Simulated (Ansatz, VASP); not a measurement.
Cu: VASP beside Ansatz

```
Cu
1.0
    15.00000    0.00000    0.00000
     0.00000   15.50000    0.00000
     0.00000    0.00000   16.00000
Cu
1
Cartesian
  7.5000 7.7500 8.0000
```

Alike in both runs: task single point; functional PBE; k mesh 1 × 1 × 1; occupations gaussian, width 0.005 eV; collinear spin.

```csv
,VASP,Ansatz
version,VASP 6.6.1,Ansatz 0.2.0
potentials or method,"VASP PAW PBE potentials, release 64 (Cu), cutoff 520 eV","scalar-relativistic, plane waves, PAW"
valence electrons in the cell,11,19
```

Ansatz gave:

```
gap on the k mesh at the Fermi level (eV)                     : 0.83
net moment per atom (μB)                                      : 1.00
size of the moment on the site where the two differ most (μB) : 1.00
```

**Question.** Which values does VASP return?

**Answer.** gap on the k mesh at the Fermi level (eV): 0.83; net moment per atom (μB): 1.00; size of the moment on the site where the two differ most (μB): 0.31.

Site moments also hang on the region over which each program counts them. VASP's potentials hold 11 valence electrons a cell and Ansatz's 19, so a difference there can come from the potentials and not from the codes.
